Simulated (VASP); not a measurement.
# Sc3Al (Pm-3m) in VASP: single point with r2SCAN

Aim: the single point of Sc3Al with r2SCAN.

All numbers are computed with VASP 6.6.1; they aren't measurements. Logs are shortened: lines on timing, memory, paths and dates and some standing lists are left out, and cuts for length are marked.

### Step 1. The cell of the first run

It takes space group Pm-3m (No. 221, cubic). The conventional cell has a = 4.428 Å, b = 4.428 Å, c = 4.428 Å, α = 90.00°, β = 90.00°, γ = 90.00°. Sc (site symmetry 4/mmm) has 8 Sc at 3.13 Å and 4 Al at 3.13 Å within 4.1 Å. Al (site symmetry m-3m) has 12 Sc at 3.13 Å within 4.1 Å.

### Step 2. Single point, r2SCAN

POSCAR reads:

```
Sc3Al
1.0
    4.4282647947      0.0000000000      0.0000000000
    0.0000000000      4.4282647947      0.0000000000
    0.0000000000      0.0000000000      4.4282647947
Sc Al
3 1
Direct
    0.5000000000      0.0000000000      0.5000000000
    0.0000000000      0.5000000000      0.5000000000
    0.5000000000      0.5000000000      0.0000000000
    0.0000000000      0.0000000000      0.0000000000
```

INCAR.step1 reads:

```
SYSTEM = Sc3Al
ALGO = Normal
EDIFF = 1E-4
ENCUT = 520
GGA = PE
ISMEAR = 0
LASPH = .TRUE.
LCHARG = .FALSE.
LREAL = .FALSE.
LWAVE = .TRUE.
NBANDS = 26
NELM = 80
PREC = Accurate
SIGMA = 0.1
```

INCAR.step2 reads:

```
SYSTEM = Sc3Al
ALGO = Normal
EDIFF = 1E-6
ENCUT = 520
ISIF = 2
ISMEAR = 0
ISTART = 1
LASPH = .TRUE.
LCHARG = .TRUE.
LELF = .TRUE.
LMIXTAU = .TRUE.
LREAL = .FALSE.
LVHAR = .TRUE.
LWAVE = .FALSE.
METAGGA = R2SCAN
NBANDS = 26
NELM = 80
PREC = Accurate
SIGMA = 0.1
```

KPOINTS reads:

```
k-points
0
G
  10 10 10
  0 0 0
```

Potentials or basis: VASP PAW PBE potentials, release 64 (Sc_sv, Al).

The run is started by

```console
cat potpaw_PBE.64/Sc_sv/POTCAR potpaw_PBE.64/Al/POTCAR > POTCAR
cp INCAR.step1 INCAR
mpirun -np 1 vasp_std > vasp.out
cp INCAR.step2 INCAR
mpirun -np 1 vasp_std > vasp.out
```

OUTCAR:

```text
SYSTEM = Sc3Al
   EDIFF = 1E-6
   ENCUT = 520
   ISIF = 2
   ISMEAR = 0
   ISTART = 1
   LASPH = .TRUE.
   LREAL = .FALSE.
   METAGGA = R2SCAN
   NELM = 80
   PREC = Accurate

 ion  position               nearest neighbor table
   1  0.500  0.000  0.500-   2 3.13   3 3.13   4 3.13   3 3.13   4 3.13   2 3.13   3 3.13   3 3.13
                             2 3.13   4 3.13   4 3.13   2 3.13
   2  0.000  0.500  0.500-   1 3.13   3 3.13   4 3.13   3 3.13   4 3.13   1 3.13   4 3.13   4 3.13
                             1 3.13   3 3.13   3 3.13   1 3.13
   3  0.500  0.500  0.000-   1 3.13   2 3.13   4 3.13   1 3.13   2 3.13   1 3.13   4 3.13   1 3.13
                             2 3.13   4 3.13   2 3.13   4 3.13
   4  0.000  0.000  0.000-   1 3.13   2 3.13   3 3.13   1 3.13   2 3.13   2 3.13   3 3.13   2 3.13
                             1 3.13   3 3.13   1 3.13   3 3.13

  LATTYP: Found a simple cubic cell.
 ALAT       =     4.4282647947

  Lattice vectors:

 A1 = (   4.4282647947,   0.0000000000,   0.0000000000)
 A2 = (   0.0000000000,   4.4282647947,   0.0000000000)
 A3 = (   0.0000000000,   0.0000000000,   4.4282647947)

Analysis of symmetry for initial positions (statically):
=====================================================================
 Subroutine PRICEL returns:
 Original cell was already a primitive cell.

 Routine SETGRP: Setting up the symmetry group for a
 simple cubic supercell.

 Subroutine GETGRP returns: Found 48 space group operations
 (whereof 48 operations were pure point group operations)
 out of a pool of 48 trial point group operations.

The static configuration has the point symmetry O_h .

Analysis of symmetry for dynamics (positions and initial velocities):
=====================================================================
 Subroutine PRICEL returns:
 Original cell was already a primitive cell.

 Routine SETGRP: Setting up the symmetry group for a
 simple cubic supercell.

 Subroutine GETGRP returns: Found 48 space group operations
 (whereof 48 operations were pure point group operations)
 out of a pool of 48 trial point group operations.

The dynamic configuration has the point symmetry O_h .

 Subroutine INISYM returns: Found 48 space group operations
 (whereof 48 operations are pure point group operations),
 and found     1 'primitive' translations

----------------------------------------------------------------------------------------

                                     Primitive cell

  volume of cell :      86.8362

  direct lattice vectors                    reciprocal lattice vectors
     4.428264795  0.000000000  0.000000000     0.225822088  0.000000000  0.000000000
     0.000000000  4.428264795  0.000000000     0.000000000  0.225822088  0.000000000
     0.000000000  0.000000000  4.428264795     0.000000000  0.000000000  0.225822088

  length of vectors
     4.428264795  4.428264795  4.428264795     0.225822088  0.225822088  0.225822088

  position of ions in fractional coordinates (direct lattice)
     0.500000000  0.000000000  0.500000000
     0.000000000  0.500000000  0.500000000
     0.500000000  0.500000000  0.000000000
     0.000000000  0.000000000  0.000000000

  ion indices of the primitive-cell ions
   primitive index   ion index
                 1           1
                 2           2
                 3           3
                 4           4

----------------------------------------------------------------------------------------

 KPOINTS: k-points

Automatic generation of k-mesh.
 Grid dimensions read from file:
 generate k-points for:   10   10   10

 Generating k-lattice:

  Cartesian coordinates                     Fractional coordinates (reciprocal lattice)
     0.022582209  0.000000000  0.000000000     0.100000000  0.000000000  0.000000000
     0.000000000  0.022582209  0.000000000     0.000000000  0.100000000  0.000000000
     0.000000000  0.000000000  0.022582209     0.000000000  0.000000000  0.100000000

  Length of vectors
     0.022582209  0.022582209  0.022582209

  Shift w.r.t. Gamma in fractional coordinates (k-lattice)
     0.000000000  0.000000000  0.000000000

 Subroutine IBZKPT returns following result:
 ===========================================

 Found     56 irreducible k-points:

 Following reciprocal coordinates:
            Coordinates               Weight
  0.000000  0.000000  0.000000      1.000000
  0.100000  0.000000  0.000000      6.000000
  0.200000  0.000000  0.000000      6.000000
  0.300000  0.000000  0.000000      6.000000
  0.400000  0.000000  0.000000      6.000000
  0.500000  0.000000  0.000000      3.000000
[... 16 lines left out ...]
  0.200000  0.100000  0.100000     24.000000
  0.300000  0.100000  0.100000     24.000000
 [... further k-points ...]
   k-points           NKPTS =     56   k-points in BZ     NKDIM =     56   number of bands    NBANDS=     26
   number of dos      NEDOS =    301   number of ions     NIONS =      4
   total plane-waves  NPLWV =  46656
   dimension x,y,z NGX =    36 NGY =   36 NGZ =   36
   dimension x,y,z NGXF=    72 NGYF=   72 NGZF=   72
   ions per type =               3   1
   NGX,Y,Z   is equivalent  to a cutoff of  13.52, 13.52, 13.52 a.u.
   NGXF,Y,Z  is equivalent  to a cutoff of  27.03, 27.03, 27.03 a.u.
 SYSTEM =  Sc3Al
   PREC   = accura    normal or accurate (medium, high low for compatibility)
   ISTART =      1    job   : 0-new  1-cont  2-samecut
   ICHARG =      0    charge: 1-file 2-atom 10-const
   ISPIN  =      1    spin polarized calculation?
   LNONCOLLINEAR =      F non collinear calculations
   LSORBIT =      F    spin-orbit coupling
   LASPH  =      T    aspherical Exc in radial PAW
   ENCUT  =  520.0 eV  38.22 Ry    6.18 a.u.   8.23  8.23  8.23*2*pi/ulx,y,z
   NELM   =     80;   NELMIN=  2; NELMDL=  0     # of ELM steps
   EDIFF  = 0.1E-05   stopping-criterion for ELM
   LREAL  =      F    real-space projection
   EDIFFG = 0.1E-04   stopping-criterion for IOM
   NSW    =      0    number of steps for IOM
   IBRION =     -1    ionic relax: 0-MD 1-quasi-New 2-CG
   NFREE  =      0    steps in history (QN), initial steepest desc. (CG)
   ISIF   =      2    stress and relaxation
   ISYM   =      2    0-nonsym 1-usesym 2-fastsym
   POTIM  = 0.5000    time-step for ionic-motion
   TEBEG  =    0.0;   TEEND  =   0.0 temperature during run
   PSTRESS=    0.0 pullay stress
   NELECT =      36.0000    total number of electrons
   NUPDOWN=      -1.0000    fix difference up-down
   EMIN   =  10.00;   EMAX   =-10.00  energy-range for DOS
   EFERMI =   0.00;   METHOD = LEGACY
   ISMEAR =     0;   SIGMA  =   0.10  broadening in eV -4-tet -1-fermi 0-gaus
   EFERMI_NEDOS =   21; number of points for ismear=-14 and -15
   IALGO  =     38    algorithm
   IMIX   =      4    mixing-type and parameters
     AMIX     =   0.40;   BMIX     =  1.00
     AMIX_MAG =   1.60;   BMIX_MAG =  1.00
  volume/ion in A,a.u.               =      21.71       146.50
  Fermi-wavevector in a.u.,A,eV,Ry     =   1.220699  2.306787 20.274139  1.490107
  Thomas-Fermi vector in A             =   2.355908
   LORBIT       =      0    0 simple, 1 ext, 2 COOP (PROOUT), +10 PAW based schemes
   METAGGA = R2SCAN    functional components
   LHFCALC =     F    Hartree Fock is set to
   AEXX    =    0.0000 exact exchange contribution
   IVDW    =     0    specifies the selected vdW correction
   LEPSILON=     F    determine dielectric tensor
   LRPA    =     F    only Hartree local field effects (RPA)
 non-spin polarized calculation
 Gauss-broadening in eV      SIGMA  =   0.10
  energy-cutoff  :      520.00
  volume of cell :       86.84
 maximum number of plane-waves:      2360
 NGX is ok and might be reduce to    36
   NGX = 17   NGY = 17   NGZ = 17

 number of electron      35.9999990 magnetization

 Free energy of the ion-electron system (eV)
  ---------------------------------------------------
  ext. energy  EPLUGINS =         0.00000000
  ---------------------------------------------------
  free energy    TOTEN  =       -41.87680007 eV

  energy without entropy =      -41.84886850  energy(sigma->0) =      -41.86283429

 E-fermi :   4.8486     XC(G=0): -10.8151

 val. band max:        4.8415575492   @ k =   0.3000   0.1000   0.1000
 cond. band min:       4.8586160691   @ k =   0.4000   0.4000   0.2000
 fundamental gap:      0.0170585199
 Fermi energy:         4.8485929020

 k-point     1 :       0.0000    0.0000    0.0000
  band No.  band energies     occupation
      1     -46.7891      2.00000
      2     -46.6869      2.00000
      3     -46.6869      2.00000
      4     -24.6287      2.00000
      5     -24.6287      2.00000
      6     -24.6287      2.00000
[... 18 lines left out ...]
     25       7.3216      0.00000
     26       8.5262      0.00000

 k-point     2 :       0.1000    0.0000    0.0000
  band No.  band energies     occupation
      1     -46.7869      2.00000
      2     -46.6891      2.00000
      3     -46.6869      2.00000
      4     -24.6230      2.00000
      5     -24.6230      2.00000
      6     -24.6202      2.00000
[... 18 lines left out ...]
     25       7.4258      0.00000
     26       8.4222      0.00000

 k-point     3 :       0.2000    0.0000    0.0000
  band No.  band energies     occupation
      1     -46.7805      2.00000
      2     -46.6954      2.00000
      3     -46.6868      2.00000
      4     -24.6070      2.00000
      5     -24.6070      2.00000
      6     -24.5950      2.00000
[... 572 lines left out ...]
 k-point    23 :       0.2000    0.1000    0.1000
  band No.  band energies     occupation
      1     -46.7765      2.00000
      2     -46.6962      2.00000
      3     -46.6900      2.00000
      4     -24.6315      2.00000
      5     -24.5819      2.00000
      6     -24.5631      2.00000
[... 18 lines left out ...]
     25       7.5959      0.00000
     26       8.0612      0.00000

 k-point    24 :       0.3000    0.1000    0.1000
  band No.  band energies     occupation
      1     -46.7673      2.00000
      2     -46.7052      2.00000
      3     -46.6899      2.00000
      4     -24.6162      2.00000
      5     -24.5595      2.00000
      6     -24.5244      2.00000
[... 18 lines left out ...]
     25       7.5663      0.00000
     26       7.9077      0.00000

 [... further k-points ...]

------------------------ aborting loop because EDIFF is reached ----------------------------------------

  FORCE on cell =-STRESS in cart. coord.  units (eV):
  Direction    XX          YY          ZZ          XY          YZ          ZX
  --------------------------------------------------------------------------------------
  -------------------------------------------------------------------------------------
  Total        0.0697402      0.0697402      0.0697402     -0.0000000     -0.0000000     -0.0000000
  in kB        1.2867470      1.2867470      1.2867470     -0.0000000     -0.0000000     -0.0000000
  external PRESSURE =       1.2867470 kB  Pullay stress =       0.0000000 kB

 VOLUME and BASIS-vectors are now :
 -----------------------------------------------------------------------------
  energy-cutoff  :      520.00
  volume of cell :       86.84
      direct lattice vectors                 reciprocal lattice vectors
     4.428264795  0.000000000  0.000000000     0.225822088  0.000000000  0.000000000
     0.000000000  4.428264795  0.000000000     0.000000000  0.225822088  0.000000000
     0.000000000  0.000000000  4.428264795     0.000000000  0.000000000  0.225822088

 POSITION                                       TOTAL-FORCE (eV/Angst)
 -----------------------------------------------------------------------------------
      2.21413      0.00000      2.21413         0.000000      0.000000      0.000000
      0.00000      2.21413      2.21413         0.000000      0.000000      0.000000
      2.21413      2.21413      0.00000         0.000000      0.000000      0.000000
      0.00000      0.00000      0.00000         0.000000      0.000000      0.000000
 -----------------------------------------------------------------------------------
    total drift:                                0.000000      0.000000      0.000000

  FREE ENERGIE OF THE ION-ELECTRON SYSTEM (eV)
  ---------------------------------------------------
  free  energy   TOTEN  =       -41.8768000748 eV

  energy  without entropy=      -41.8488685037  energy(sigma->0) =      -41.86283429
```

Wall time 6.8 min (1 thread of Oxide Virtual Turin-like, shared host); peak memory 0.25 GiB.

What came out:

```
Free energy            : -41.8768 eV
Pressure               : 0.1 GPa
Band gap on the k mesh : zero (bands 18 and 19 overlap by 1.65 eV)
```

Levels at points of the mesh, in eV from the Fermi level:
```tsv
k point	band 14	band 15	band 16	band 17	band 18	band 19	band 20	band 21	band 22	band 23
(0.00, 0.00, 0.00)	-2.76	-1.07	-1.07	-0.43	-0.43	-0.43	0.46	0.46	0.46	2.47
(0.50, 0.00, 0.00)	-4.40	-1.51	-0.95	-0.95	0.14	0.15	0.86	0.86	1.61	1.73
(0.50, 0.50, 0.00)	-3.10	-3.10	-1.79	-1.09	0.20	0.53	0.53	1.14	1.14	1.87
(0.50, 0.50, 0.50)	-1.57	-1.57	-1.57	-1.44	-1.44	-1.44	0.16	1.59	1.59	1.59
```

Caveat: the PAW data sets were made with another functional, which shifts forces and pressure a little.
